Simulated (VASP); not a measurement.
Runs of VASP 6.6.1 on HfN. The structure is that of space group Fm-3m (No. 225), or close to it. The cells are those of the table. 

```tsv
cell	gap on the mesh (eV)	pressure (GPa)
a = 3.225, b = 3.225, c = 3.104 Å, angles 61.2, 61.2, 57.5°, 2 atoms	none	(a)
a = 3.144, b = 3.144, c = 3.104 Å, angles 60.4, 60.4, 59.2°, 2 atoms	none	14.2
a = 3.264, b = 3.264, c = 3.183 Å, angles 60.8, 60.8, 58.4°, 2 atoms	none	-13.3
a = 3.223, b = 3.223, c = 3.263 Å, angles 59.6, 59.6, 60.8°, 2 atoms	none	-14.4
a = 3.144, b = 3.144, c = 3.183 Å, angles 59.6, 59.6, 60.8°, 2 atoms	none	(b)
```

Alike in all rows: task single point; level PBEsol; potentials or basis VASP PAW PBE potentials, release 64 (Hf_pv, N); no spin polarisation; k mesh 22 × 22 × 22; cutoff (eV) 600; smearing gaussian 0.15 eV.

Task: Estimate the missing entries.

Result: (a) 1.8; (b) 5.7.

Caveats: the PAW data sets were made with another functional, which shifts forces and pressure a little; spin-orbit coupling is left out, which moves the levels of the heavy elements.

A k mesh can miss the band edges, and the runs leave out spin-orbit coupling on Hf.

A gap of «none» marks levels without a gap at the run's occupations.
